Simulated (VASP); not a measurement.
# Si5P (Amm2) in VASP: notebook

Runs on Si5P. Level: PBE. Tasks: single point.

All numbers are computed with VASP 6.6.1; they aren't measurements. Logs are shortened: lines on timing, memory, paths and dates and some standing lists are left out, and cuts for length are marked.

## (1) The cell of the first run

It takes space group Amm2 (No. 38, orthorhombic). The conventional cell has a = 4.115 Å, b = 5.658 Å, c = 10.914 Å, α = 90.00°, β = 90.00°, γ = 90.00°. Si (site symmetry m) has 4 Si at 2.34 to 2.39 Å within 3.1 Å. Si (site symmetry m) has 1 P at 2.31 Å and 3 Si at 2.37 to 2.39 Å within 3.1 Å. Si (site symmetry mm2) has 2 P at 2.30 Å and 2 Si at 2.36 Å within 3.0 Å. Within 3.0 Å of P (site symmetry mm2) lie 4 Si at 2.30 to 2.31 Å.

## (2) Single point, PBE

File INCAR:

```
SYSTEM = Si5P
ALGO = Normal
EDIFF = 1E-7
ENCUT = 520
GGA = PE
ISIF = 2
ISMEAR = 0
LASPH = .True.
LCHARG = .False.
LREAL = .False.
LWAVE = .False.
NBANDS = 22
NELM = 100
PREC = Accurate
SIGMA = 0.1
```

File KPOINTS:

```
k-points
0
Gamma
  8 8 8
  0 0 0
```

File POSCAR:

```
Si5P
1.0
    6.1355961421      0.0000000000     -0.3686945794
    0.0000000000      4.1152404672      0.0000000000
   -3.2344232843      0.0000000000      5.2268354162
Si P
5 1
Direct
    0.4056100570      0.5000000000      1.0073353779
   -0.0073395257      0.5000000000      0.5943849811
    0.5933969319      0.0000000000      0.9885111822
    1.0114920727      0.0000000000      0.4066030653
    0.5457749102      0.5000000000      0.4542227516
    0.4510655538      0.0000000000      0.5489426416
```

Potentials or basis: VASP PAW PBE potentials, release 64 (Si, P).

On the command line:

```
> cat potpaw_PBE.64/Si/POTCAR potpaw_PBE.64/P/POTCAR > POTCAR
> mpirun -np 1 vasp_std > vasp.out
```

OUTCAR:

```text
SYSTEM = Si5P
   EDIFF = 1E-7
   ENCUT = 520
   GGA = PE
   ISIF = 2
   ISMEAR = 0
   LASPH = .True.
   LREAL = .False.
   NELM = 100
   PREC = Accurate

 ion  position               nearest neighbor table
   1  0.406  0.500  0.007-   2 2.34   5 2.36   3 2.39   3 2.39
   2  0.993  0.500  0.594-   1 2.34   5 2.36   4 2.39   4 2.39
   3  0.593  0.000  0.989-   6 2.31   4 2.37   1 2.39   1 2.39
   4  0.011  0.000  0.407-   6 2.31   3 2.37   2 2.39   2 2.39
   5  0.546  0.500  0.454-   6 2.30   6 2.30   1 2.36   2 2.36
   6  0.451  0.000  0.549-   5 2.30   5 2.30   3 2.31   4 2.31

  LATTYP: Found a base centered orthorhombic cell.
 ALAT       =     5.6584747363
 B/A-ratio  =     1.9287221268
 C/A-ratio  =     0.7272702732

  Lattice vectors:

 A1 = (   3.2344232843,   0.0000000000,  -5.2268354162)
 A2 = (  -6.1355961421,   0.0000000000,   0.3686945794)
 A3 = (   0.0000000000,   4.1152404672,   0.0000000000)

Analysis of symmetry for initial positions (statically):
=====================================================================
 Subroutine PRICEL returns:
 Original cell was already a primitive cell.

 Routine SETGRP: Setting up the symmetry group for a
 base centered orthorhombic supercell.

 Subroutine GETGRP returns: Found  2 space group operations
 (whereof  2 operations were pure point group operations)
 out of a pool of  8 trial point group operations.

The static configuration has the point symmetry C_1h.

Analysis of symmetry for dynamics (positions and initial velocities):
=====================================================================
 Subroutine PRICEL returns:
 Original cell was already a primitive cell.

 Routine SETGRP: Setting up the symmetry group for a
 base centered orthorhombic supercell.

 Subroutine GETGRP returns: Found  2 space group operations
 (whereof  2 operations were pure point group operations)
 out of a pool of  8 trial point group operations.

The dynamic configuration has the point symmetry C_1h.

 Subroutine INISYM returns: Found  2 space group operations
 (whereof  2 operations are pure point group operations),
 and found     1 'primitive' translations

----------------------------------------------------------------------------------------

                                     Primitive cell

  volume of cell :     127.0673

  direct lattice vectors                    reciprocal lattice vectors
     6.135596142  0.000000000 -0.368694579     0.169277952  0.000000000  0.104751060
     0.000000000  4.115240467  0.000000000     0.000000000  0.242999166  0.000000000
    -3.234423284  0.000000000  5.226835416     0.011940660  0.000000000  0.198709365

  length of vectors
     6.146663787  4.115240467  6.146649693     0.199067349  0.242999166  0.199067806

  position of ions in fractional coordinates (direct lattice)
     0.405610057  0.500000000  0.007335378
     0.992660474  0.500000000  0.594384981
     0.593396932  0.000000000  0.988511182
     0.011492073  0.000000000  0.406603065
     0.545774910  0.500000000  0.454222752
     0.451065554  0.000000000  0.548942642

  ion indices of the primitive-cell ions
   primitive index   ion index
                 1           1
                 2           2
                 3           3
                 4           4
                 5           5
                 6           6

----------------------------------------------------------------------------------------

 KPOINTS: k-points

Automatic generation of k-mesh.
 Grid dimensions read from file:
 generate k-points for:    8    8    8

 Generating k-lattice:

  Cartesian coordinates                     Fractional coordinates (reciprocal lattice)
     0.021159744  0.000000000  0.013093882     0.125000000  0.000000000 -0.000000000
     0.000000000  0.030374896  0.000000000     0.000000000  0.125000000  0.000000000
     0.001492582  0.000000000  0.024838671     0.000000000  0.000000000  0.125000000

  Length of vectors
     0.024883419  0.030374896  0.024883476

  Shift w.r.t. Gamma in fractional coordinates (k-lattice)
     0.000000000  0.000000000  0.000000000

 Subroutine IBZKPT returns following result:
 ===========================================

 Found    170 irreducible k-points:

 Following reciprocal coordinates:
            Coordinates               Weight
  0.000000  0.000000  0.000000      1.000000
  0.125000  0.000000  0.000000      2.000000
  0.000000  0.000000  0.125000      2.000000
  0.250000  0.000000  0.000000      2.000000
  0.000000  0.000000  0.250000      2.000000
  0.375000  0.000000 -0.000000      2.000000
[... 16 lines left out ...]
  0.000000 -0.250000  0.250000      4.000000
  0.375000  0.250000 -0.000000      4.000000
 [... further k-points ...]
   k-points           NKPTS =    170   k-points in BZ     NKDIM =    170   number of bands    NBANDS=     22
   number of dos      NEDOS =    301   number of ions     NIONS =      6
   total plane-waves  NPLWV =  73728
   dimension x,y,z NGX =    48 NGY =   32 NGZ =   48
   dimension x,y,z NGXF=    96 NGYF=   64 NGZF=   96
   ions per type =               5   1
   NGX,Y,Z   is equivalent  to a cutoff of  12.98, 12.93, 12.98 a.u.
   NGXF,Y,Z  is equivalent  to a cutoff of  25.96, 25.85, 25.96 a.u.
 SYSTEM =  Si5P
   PREC   = accura    normal or accurate (medium, high low for compatibility)
   ISTART =      0    job   : 0-new  1-cont  2-samecut
   ICHARG =      2    charge: 1-file 2-atom 10-const
   ISPIN  =      1    spin polarized calculation?
   LNONCOLLINEAR =      F non collinear calculations
   LSORBIT =      F    spin-orbit coupling
   LASPH  =      T    aspherical Exc in radial PAW
   ENCUT  =  520.0 eV  38.22 Ry    6.18 a.u.  11.43  7.65 11.43*2*pi/ulx,y,z
   NELM   =    100;   NELMIN=  2; NELMDL= -5     # of ELM steps
   EDIFF  = 0.1E-06   stopping-criterion for ELM
   LREAL  =      F    real-space projection
   EDIFFG = 0.1E-05   stopping-criterion for IOM
   NSW    =      0    number of steps for IOM
   IBRION =     -1    ionic relax: 0-MD 1-quasi-New 2-CG
   NFREE  =      0    steps in history (QN), initial steepest desc. (CG)
   ISIF   =      2    stress and relaxation
   ISYM   =      2    0-nonsym 1-usesym 2-fastsym
   POTIM  = 0.5000    time-step for ionic-motion
   TEBEG  =    0.0;   TEEND  =   0.0 temperature during run
   PSTRESS=    0.0 pullay stress
   NELECT =      25.0000    total number of electrons
   NUPDOWN=      -1.0000    fix difference up-down
   EMIN   =  10.00;   EMAX   =-10.00  energy-range for DOS
   EFERMI =   0.00;   METHOD = LEGACY
   ISMEAR =     0;   SIGMA  =   0.10  broadening in eV -4-tet -1-fermi 0-gaus
   EFERMI_NEDOS =   21; number of points for ismear=-14 and -15
   IALGO  =     38    algorithm
   IMIX   =      4    mixing-type and parameters
     AMIX     =   0.40;   BMIX     =  1.00
     AMIX_MAG =   1.60;   BMIX_MAG =  1.00
  volume/ion in A,a.u.               =      21.18       142.92
  Fermi-wavevector in a.u.,A,eV,Ry     =   0.952161  1.799323 12.335180  0.906610
  Thomas-Fermi vector in A             =   2.080698
   LORBIT       =      0    0 simple, 1 ext, 2 COOP (PROOUT), +10 PAW based schemes
   GGA     = PE    functional components
   LHFCALC =     F    Hartree Fock is set to
   AEXX    =    0.0000 exact exchange contribution
   IVDW    =     0    specifies the selected vdW correction
   LEPSILON=     F    determine dielectric tensor
   LRPA    =     F    only Hartree local field effects (RPA)
 non-spin polarized calculation
 Gauss-broadening in eV      SIGMA  =   0.10
  energy-cutoff  :      520.00
  volume of cell :      127.07
 maximum number of plane-waves:      3444
 NGX is ok and might be reduce to    48
   NGX = 23   NGY = 15   NGZ = 23

 number of electron      24.9999999 magnetization

 Free energy of the ion-electron system (eV)
  ---------------------------------------------------
  ext. energy  EPLUGINS =         0.00000000
  ---------------------------------------------------
  free energy    TOTEN  =       -31.71856262 eV

  energy without entropy =      -31.71518746  energy(sigma->0) =      -31.71687504

 E-fermi :   6.0777     XC(G=0):  -9.0826

 val. band max:        6.0748057765   @ k =  -0.3750   0.3750   0.3750
 cond. band min:       6.1215467094   @ k =   0.3750   0.1250   0.3750
 fundamental gap:      0.0467409329
 Fermi energy:         6.0777479816

 k-point     1 :       0.0000    0.0000    0.0000
  band No.  band energies     occupation
      1      -7.8088      2.00000
      2      -4.6299      2.00000
      3      -2.9545      2.00000
      4      -2.6924      2.00000
      5      -1.0237      2.00000
      6      -0.2125      2.00000
[... 14 lines left out ...]
     21       9.6999      0.00000
     22      10.7675      0.00000

 k-point     2 :       0.1250    0.0000    0.0000
  band No.  band energies     occupation
      1      -7.7621      2.00000
      2      -4.7244      2.00000
      3      -3.2132      2.00000
      4      -2.6935      2.00000
      5      -0.5466      2.00000
      6      -0.1696      2.00000
[... 14 lines left out ...]
     21       9.6830      0.00000
     22      10.6815      0.00000

 k-point     3 :       0.0000    0.0000    0.1250
  band No.  band energies     occupation
      1      -7.7621      2.00000
      2      -4.7244      2.00000
      3      -3.2133      2.00000
      4      -2.6935      2.00000
      5      -0.5466      2.00000
      6      -0.1696      2.00000
[... 14 lines left out ...]
     21       9.6830      0.00000
     22      10.6815      0.00000

 k-point     4 :       0.2500    0.0000    0.0000
  band No.  band energies     occupation
      1      -7.6371      2.00000
      2      -4.9465      2.00000
      3      -3.7634      2.00000
      4      -2.4792      2.00000
      5      -0.1954      2.00000
      6       0.5886      2.00000
[... 14 lines left out ...]
     21       9.7980      0.00000
     22      10.8799      0.00000

 k-point     5 :       0.0000    0.0000    0.2500
  band No.  band energies     occupation
      1      -7.6371      2.00000
      2      -4.9465      2.00000
      3      -3.7635      2.00000
      4      -2.4792      2.00000
      5      -0.1954      2.00000
      6       0.5886      2.00000
[... 14 lines left out ...]
     21       9.7980      0.00000
     22      10.8799      0.00000

 k-point     6 :       0.3750    0.0000   -0.0000
  band No.  band energies     occupation
      1      -7.4879      2.00000
      2      -5.1891      2.00000
      3      -4.1440      2.00000
      4      -2.3014      2.00000
      5       0.1167      2.00000
      6       0.8671      2.00000
[... 14 lines left out ...]
     21      10.0401      0.00000
     22      10.6636      0.00000

 k-point     7 :       0.0000    0.0000    0.3750
  band No.  band energies     occupation
      1      -7.4879      2.00000
      2      -5.1892      2.00000
      3      -4.1441      2.00000
      4      -2.3014      2.00000
      5       0.1167      2.00000
      6       0.8671      2.00000
[... 324 lines left out ...]
      6      -0.1485      2.00000
[... 14 lines left out ...]
     21      10.5903      0.00000
     22      11.2369      0.00000

 k-point    21 :       0.0000   -0.2500    0.1250
  band No.  band energies     occupation
      1      -7.3678      2.00000
      2      -4.5145      2.00000
      3      -3.2508      2.00000
      4      -2.6991      2.00000
      5      -0.6508      2.00000
      6      -0.1485      2.00000
[... 14 lines left out ...]
     21      10.5903      0.00000
     22      11.2369      0.00000

 k-point    22 :       0.2500    0.2500    0.0000
  band No.  band energies     occupation
      1      -7.2531      2.00000
      2      -4.6485      2.00000
      3      -3.3446      2.00000
      4      -3.0866      2.00000
      5      -0.5168      2.00000
      6      -0.1353      2.00000
[... 14 lines left out ...]
     21      10.1611      0.00000
     22      10.6339      0.00000

 k-point    23 :       0.0000   -0.2500    0.2500
  band No.  band energies     occupation
      1      -7.2531      2.00000
      2      -4.6485      2.00000
      3      -3.3446      2.00000
      4      -3.0866      2.00000
      5      -0.5168      2.00000
      6      -0.1353      2.00000
[... 14 lines left out ...]
     21      10.1611      0.00000
     22      10.6339      0.00000

 k-point    24 :       0.3750    0.2500   -0.0000
  band No.  band energies     occupation
      1      -7.1189      2.00000
      2      -4.8038      2.00000
      3      -3.7588      2.00000
      4      -2.9424      2.00000
      5      -0.6798      2.00000
      6      -0.2296      2.00000
[... 14 lines left out ...]
     21       9.6164      0.00000
     22      10.2544      0.00000

 [... further k-points ...]

------------------------ aborting loop because EDIFF is reached ----------------------------------------

  FORCE on cell =-STRESS in cart. coord.  units (eV):
  Direction    XX          YY          ZZ          XY          YZ          ZX
  --------------------------------------------------------------------------------------
  -------------------------------------------------------------------------------------
  Total       -0.0669539     -0.0365439     -0.0745720      0.0000000      0.0000000     -0.0076522
  in kB       -0.8442151     -0.4607781     -0.9402700      0.0000000      0.0000000     -0.0964861
  external PRESSURE =      -0.7484210 kB  Pullay stress =       0.0000000 kB

 VOLUME and BASIS-vectors are now :
 -----------------------------------------------------------------------------
  energy-cutoff  :      520.00
  volume of cell :      127.07
      direct lattice vectors                 reciprocal lattice vectors
     6.135596142  0.000000000 -0.368694579     0.169277952  0.000000000  0.104751060
     0.000000000  4.115240467  0.000000000     0.000000000  0.242999166  0.000000000
    -3.234423284  0.000000000  5.226835416     0.011940660  0.000000000  0.198709365

 POSITION                                       TOTAL-FORCE (eV/Angst)
 -----------------------------------------------------------------------------------
      2.46493      2.05762     -0.11121        -0.002059      0.000000      0.000283
      4.16807      2.05762      2.74076        -0.001173      0.000000      0.001736
      0.44358      0.00000      4.94800         0.002249      0.000000     -0.012512
     -1.24462      0.00000      2.12101         0.012121      0.000000      0.003990
      1.87951      2.05762      2.17292        -0.001097      0.000000      0.000701
      0.99204      0.00000      2.70293        -0.010041      0.000000      0.005801
 -----------------------------------------------------------------------------------
    total drift:                                0.000002      0.000000     -0.000001

  FREE ENERGIE OF THE ION-ELECTRON SYSTEM (eV)
  ---------------------------------------------------
  free  energy   TOTEN  =       -31.7185626189 eV

  energy  without entropy=      -31.7151874578  energy(sigma->0) =      -31.71687504
```

It took 11 min on 1 thread of AMD EPYC 7R43 (Zen 3), shared host; peak memory 0.48 GiB.

Results:

```yaml
Free_energy: -31.7186 eV
Pressure: -0.1 GPa
Largest_force: 0.013 eV/Å
Band_gap_on_the_k_mesh: zero (an odd number of electrons rules out a gap without spin polarisation)
```

Forces in eV/Å, atoms in the order of the input:
```
Si  -0.002  0.000  0.000
Si  -0.001  0.000  0.002
Si   0.002  0.000 -0.013
Si   0.012  0.000  0.004
Si  -0.001  0.000  0.001
P   -0.010  0.000  0.006
```

## (3) Single point, PBE

This run uses another cell than the first one, of 21.23 Å³/atom.

File INCAR:

```
SYSTEM = Si5P
PREC = Accurate ; ENCUT = 520
EDIFF = 1E-7 ; ISMEAR = 0
SIGMA = 0.1 ; LREAL = .FALSE.
LASPH = .TRUE. ; NELM = 60
ALGO = Normal ; ISIF = 2
LWAVE = .FALSE. ; LCHARG = .TRUE.
GGA = PE ; LELF = .TRUE.
LVHAR = .TRUE. ; NBANDS = 22
```

File KPOINTS:

```
Automatic mesh
0
G
  8 10 8
  0 0 0
```

File POSCAR:

```
Si5P
1.0
    6.1606074362      0.0000000000     -0.3811289349
    0.0000000000      4.1003731649      0.0000000000
   -3.2572310049      0.0000000000      5.2429752459
Si P
5 1
Direct
    0.4051051398      0.5000000000      1.0072183612
   -0.0072183612      0.5000000000      0.5948948602
    0.5936607892      0.0000000000      0.9889833789
    1.0110166211      0.0000000000      0.4063392108
    0.5467675188      0.5000000000      0.4532324812
    0.4506682925      0.0000000000      0.5493317075
```

Potentials or basis: VASP PAW PBE potentials, release 64 (Si, P).

On the command line:

```
> cat potpaw_PBE.64/Si/POTCAR potpaw_PBE.64/P/POTCAR > POTCAR
> mpirun -np 1 vasp_std > vasp.out
```

It took 3.2 min on 1 thread of Intel Xeon Platinum 8488C (Sapphire Rapids), shared host; peak memory 0.43 GiB.

Results (log left out):

| Item | Value |
| --- | --- |
| Free energy | -31.6834 eV |
| Pressure | -0.1 GPa |
| Largest force | 0.011 eV/Å |
| Band gap on the k mesh | zero (an odd number of electrons rules out a gap without spin polarisation) |

Forces in eV/Å, atoms in the order of the input:
```
Si  -0.001  0.000  0.002
Si  -0.002  0.000  0.000
Si  -0.001  0.000 -0.011
Si   0.009  0.000  0.006
Si  -0.003  0.000  0.002
P   -0.002  0.000  0.001
```

Levels at points of the mesh, in eV from the Fermi level:
| k point | band 10 | band 11 | band 12 | band 13 | band 14 | band 15 |
| --- | --- | --- | --- | --- | --- | --- |
| (0.00, 0.00, 0.00) | -2.25 | -1.83 | -1.61 | -1.25 | -0.48 | 1.06 |
| (0.50, 0.00, 0.00) | -3.02 | -2.71 | -1.90 | -1.27 | 0.03 | 0.27 |
| (0.00, 0.50, 0.00) | -4.26 | -4.04 | -3.21 | 0.71 | 1.06 | 3.48 |
| (0.50, 0.50, 0.00) | -2.93 | -2.31 | -2.08 | 0.05 | 0.53 | 0.74 |
| (0.50, 0.00, 0.50) | -3.53 | -2.29 | -1.71 | -1.41 | -0.35 | 2.07 |
| (0.50, 0.50, 0.50) | -3.25 | -3.01 | -2.27 | -0.51 | 0.19 | 0.90 |

The gap in the log of VASP goes by the Fermi energy; the results here count the filled bands.